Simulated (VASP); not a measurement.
# RbBr (Imm2) in VASP: further runs

RbBr is run at these levels: PBEsol, PBE; tasks: single point.

All numbers are computed with VASP 6.6.1; they aren't measurements. Logs are shortened: lines on timing, memory, paths and dates and some standing lists are left out, and cuts for length are marked.

## Step 1: The cell of the first run

Symmetry: Imm2, No. 44, orthorhombic system. The conventional cell has a = 5.047 Å, b = 5.080 Å, c = 6.955 Å, α = 90.00°, β = 90.00°, γ = 90.00°. Within 4.0 Å of Rb (site symmetry mm2) lie 6 Br at 2.97 to 3.98 Å. Br (site symmetry mm2) has 6 Rb at 2.97 to 3.98 Å within 4.0 Å.

## Step 2: Single point, PBEsol (strained and its atoms moved)

INCAR reads:

```
  PREC = Accurate
  ENCUT = 520
  EDIFF = 1E-6
  ISMEAR = 0
  SIGMA = 0.02
  LREAL = False
  LASPH = True
  NELM = 80
  ALGO = Normal
  ISIF = 2
  LWAVE = False
  LCHARG = False
  GGA = PS
  NBANDS = 15
```

KPOINTS reads:

```
Automatic mesh
0
Gamma
  6 6 6
```

POSCAR reads:

```
RbBr
1.0
   -0.0115164000      3.5805036000      3.4776786000
    3.5805036000     -0.0115164000      3.4776786000
    3.5689872000      3.5689872000      0.0000000000
Rb Br
1 1
Direct
    0.0364697301      0.0364697301     -0.0364697301
    0.4635302699      0.4635302699      0.5364697301
```

Potentials or basis: VASP PAW PBE potentials, release 64 (Rb_sv, Br).

Started as:

```sh
$ cat potpaw_PBE.64/Rb_sv/POTCAR potpaw_PBE.64/Br/POTCAR > POTCAR
$ mpirun -np 1 vasp_std > vasp.out
```

OUTCAR:

```text
PREC = Accurate
   ENCUT = 520
   EDIFF = 1E-6
   ISMEAR = 0
   LREAL = False
   LASPH = True
   NELM = 80
   ISIF = 2
   GGA = PS

 ion  position               nearest neighbor table
   1  0.036  0.036  0.964-   2 2.97   2 3.62   2 3.62   2 3.62   2 3.62   2 3.98
   2  0.464  0.464  0.536-   1 2.97   1 3.62   1 3.62   1 3.62   1 3.62   1 3.98

  LATTYP: Found a body centered orthorhombic cell.
 ALAT       =     5.0473101022
 B/A-ratio  =     1.0064535956
 C/A-ratio  =     1.3780324686

  Lattice vectors:

 A1 = (   0.0115164000,  -3.5805036000,  -3.4776786000)
 A2 = (  -0.0115164000,   3.5805036000,  -3.4776786000)
 A3 = (   3.5805036000,  -0.0115164000,   3.4776786000)

Analysis of symmetry for initial positions (statically):
=====================================================================
 Subroutine PRICEL returns:
 Original cell was already a primitive cell.

 Routine SETGRP: Setting up the symmetry group for a
 body centered orthorhombic supercell.

 Subroutine GETGRP returns: Found  4 space group operations
 (whereof  4 operations were pure point group operations)
 out of a pool of  8 trial point group operations.

The static configuration has the point symmetry C_2v.

Analysis of symmetry for dynamics (positions and initial velocities):
=====================================================================
 Subroutine PRICEL returns:
 Original cell was already a primitive cell.

 Routine SETGRP: Setting up the symmetry group for a
 body centered orthorhombic supercell.

 Subroutine GETGRP returns: Found  4 space group operations
 (whereof  4 operations were pure point group operations)
 out of a pool of  8 trial point group operations.

The dynamic configuration has the point symmetry C_2v.

 Subroutine INISYM returns: Found  4 space group operations
 (whereof  4 operations are pure point group operations),
 and found     1 'primitive' translations

----------------------------------------------------------------------------------------

                                     Primitive cell

  volume of cell :      89.1668

  direct lattice vectors                    reciprocal lattice vectors
    -0.011516400  3.580503600  3.477678600    -0.139197443  0.139197443  0.143774068
     3.580503600 -0.011516400  3.477678600     0.139197443 -0.139197443  0.143774068
     3.568987200  3.568987200  0.000000000     0.140095767  0.140095767 -0.143774068

  length of vectors
     4.991431368  4.991431368  5.047310102     0.243768003  0.243768003  0.244795079

  position of ions in fractional coordinates (direct lattice)
     0.036469730  0.036469730  0.963530270
[... 85 lines left out ...]
   ISYM   =      2    0-nonsym 1-usesym 2-fastsym
   POTIM  = 0.5000    time-step for ionic-motion
   TEBEG  =    0.0;   TEEND  =   0.0 temperature during run
   PSTRESS=    0.0 pullay stress
   NELECT =      16.0000    total number of electrons
   NUPDOWN=      -1.0000    fix difference up-down
   EMIN   =  10.00;   EMAX   =-10.00  energy-range for DOS
   EFERMI =   0.00;   METHOD = LEGACY
   ISMEAR =     0;   SIGMA  =   0.02  broadening in eV -4-tet -1-fermi 0-gaus
   EFERMI_NEDOS =   21; number of points for ismear=-14 and -15
   IALGO  =     38    algorithm
   IMIX   =      4    mixing-type and parameters
     AMIX     =   0.40;   BMIX     =  1.00
     AMIX_MAG =   1.60;   BMIX_MAG =  1.00
  volume/ion in A,a.u.               =      44.58       300.86
  Fermi-wavevector in a.u.,A,eV,Ry     =   0.923380  1.744935 11.600742  0.852631
  Thomas-Fermi vector in A             =   2.049010
   LORBIT       =      0    0 simple, 1 ext, 2 COOP (PROOUT), +10 PAW based schemes
   GGA     = PS    functional components
   LHFCALC =     F    Hartree Fock is set to
   AEXX    =    0.0000 exact exchange contribution
   IVDW    =     0    specifies the selected vdW correction
   LEPSILON=     F    determine dielectric tensor
   LRPA    =     F    only Hartree local field effects (RPA)
 non-spin polarized calculation
 Gauss-broadening in eV      SIGMA  =   0.02
  energy-cutoff  :      520.00
  volume of cell :       89.17
 maximum number of plane-waves:      2415
 NGX is ok and might be reduce to    40
   NGX = 19   NGY = 19   NGZ = 19

 number of electron      16.0000001 magnetization

 Free energy of the ion-electron system (eV)
  ---------------------------------------------------
  ext. energy  EPLUGINS =         0.00000000
  ---------------------------------------------------
  free energy    TOTEN  =        -6.15156676 eV

  energy without entropy =       -6.15156676  energy(sigma->0) =       -6.15156676

 E-fermi :  -2.0284     XC(G=0):  -6.9448

 val. band max:       -2.2070652105   @ k =   0.0000   0.0000   0.0000
 cond. band min:       1.8060008136   @ k =   0.0000   0.0000   0.0000
 fundamental gap:      4.0130660241
 Fermi energy:        -2.0283692138

 k-point     1 :       0.0000    0.0000    0.0000
  band No.  band energies     occupation
      1     -26.7136      2.00000
      2     -14.3661      2.00000
      3     -10.8182      2.00000
      4     -10.7975      2.00000
      5     -10.7968      2.00000
      6      -2.2929      2.00000
      7      -2.2828      2.00000
      8      -2.2071      2.00000
      9       1.8060      0.00000
     10       5.1102      0.00000
     11       5.1530      0.00000
     12       5.2104      0.00000
     13       5.7829      0.00000
     14       6.2928      0.00000
[... 401 lines left out ...]
      2     -14.3733      2.00000
      3     -10.8967      2.00000
      4     -10.8472      2.00000
      5     -10.8141      2.00000
      6      -2.6140      2.00000
      7      -2.4486      2.00000
      8      -2.4132      2.00000
      9       3.7605      0.00000
     10       4.4509      0.00000
     11       5.6023      0.00000
     12       7.0439      0.00000
     13       7.5021      0.00000
     14       7.6463      0.00000
     15       8.5369      0.00000

 [... further k-points ...]
[... 5 lines left out ...]
  --------------------------------------------------------------------------------------
  -------------------------------------------------------------------------------------
  Total       -0.7127867     -0.7127867      1.7717588      0.0155335      0.0000000      0.0000000
  in kB      -12.8075783    -12.8075783     31.8355248      0.2791116      0.0000000      0.0000000
  external PRESSURE =       2.0734560 kB  Pullay stress =       0.0000000 kB

 VOLUME and BASIS-vectors are now :
 -----------------------------------------------------------------------------
  energy-cutoff  :      520.00
  volume of cell :       89.17
      direct lattice vectors                 reciprocal lattice vectors
    -0.011516400  3.580503600  3.477678600    -0.139197443  0.139197443  0.143774068
     3.580503600 -0.011516400  3.477678600     0.139197443 -0.139197443  0.143774068
     3.568987200  3.568987200  0.000000000     0.140095767  0.140095767 -0.143774068

 POSITION                                       TOTAL-FORCE (eV/Angst)
 -----------------------------------------------------------------------------------
      3.56899      3.56899      0.25366         0.000000      0.000000     -0.882496
      3.56899      3.56899      3.22402         0.000000      0.000000      0.882496
 -----------------------------------------------------------------------------------
    total drift:                               -0.000000     -0.000000      0.000071

  FREE ENERGIE OF THE ION-ELECTRON SYSTEM (eV)
  ---------------------------------------------------
  free  energy   TOTEN  =        -6.1515667636 eV

  energy  without entropy=       -6.1515667636  energy(sigma->0) =       -6.15156676
```

It took 39 s on 1 thread of Intel Xeon Platinum 8488C (Sapphire Rapids), shared host; peak memory 0.26 GiB.

Results:

```yaml
Free_energy: -6.1516 eV
Pressure: 0.2 GPa
Largest_force: 0.882 eV/Å
Band_gap_on_the_k_mesh: 4.01 eV
```

Forces on the atoms (eV/Å):
```
Rb   0.000  0.000 -0.882
Br   0.000  0.000  0.882
```

Levels at points of the mesh, in eV from the valence-band top:
```tsv
k point	band 6	band 7	band 8	band 9	band 10	band 11
(0.00, 0.00, 0.00)	-0.09	-0.08	0.00	4.01	7.32	7.36
(0.50, 0.00, 0.00)	-0.83	-0.27	-0.23	6.33	7.28	8.73
(0.50, 0.50, 0.00)	-0.32	-0.18	-0.17	5.62	6.78	7.43
(0.00, 0.00, 0.50)	-0.83	-0.29	-0.23	6.33	7.30	8.76
(0.50, 0.00, 0.50)	-0.46	-0.26	-0.09	5.90	6.57	8.55
```

Caveat: the cell differs from its parent crystal (strained and its atoms moved); the PAW data sets were made with another functional, which shifts forces and pressure a little.

## Step 3: Single point, PBE

INCAR reads:

```
ALGO = Normal ; EDIFF = 1E-7
ENCUT = 520 ; GGA = PE
ISIF = 2 ; ISMEAR = 0
LASPH = True ; LCHARG = False
LREAL = False ; LWAVE = False
NBANDS = 15 ; NELM = 100
PREC = Accurate ; SIGMA = 0.02
```

KPOINTS reads:

```
k-points
0
Gamma
  6 6 6
```

POSCAR is that of step 2.

Potentials or basis: VASP PAW PBE potentials, release 64 (Rb_sv, Br).

Started as:

```sh
$ cat potpaw_PBE.64/Rb_sv/POTCAR potpaw_PBE.64/Br/POTCAR > POTCAR
$ mpirun -np 1 vasp_std > vasp.out
```

Run time: 47 s. Hardware: 1 thread of Intel Xeon Platinum 8488C (Sapphire Rapids), shared host; peak memory 0.26 GiB.

It converged, with:

* Free energy: -5.9195 eV
* Pressure: 1.0 GPa
* Largest force: 0.974 eV/Å
* Band gap on the k mesh: 4.12 eV

Forces on the atoms (eV/Å):
```
Rb   0.000  0.000 -0.974
Br   0.000  0.000  0.974
```

Stress tensor (GPa, compression positive):
```
-0.60  0.03  0.00
 0.03 -0.60  0.00
 0.00  0.00  4.21
```

Levels at points of the mesh, in eV from the valence-band top:
```tsv
k point	band 6	band 7	band 8	band 9	band 10	band 11
(0.00, 0.00, 0.00)	-0.09	-0.08	0.00	4.12	7.38	7.42
(0.50, 0.00, 0.00)	-0.81	-0.27	-0.23	6.43	7.36	8.78
(0.50, 0.50, 0.00)	-0.32	-0.18	-0.17	5.70	6.86	7.51
(0.00, 0.00, 0.50)	-0.81	-0.28	-0.23	6.43	7.38	8.81
(0.50, 0.00, 0.50)	-0.46	-0.25	-0.09	5.98	6.66	8.67
```

PBE gaps usually lie below the measured ones, often by a third to a half.
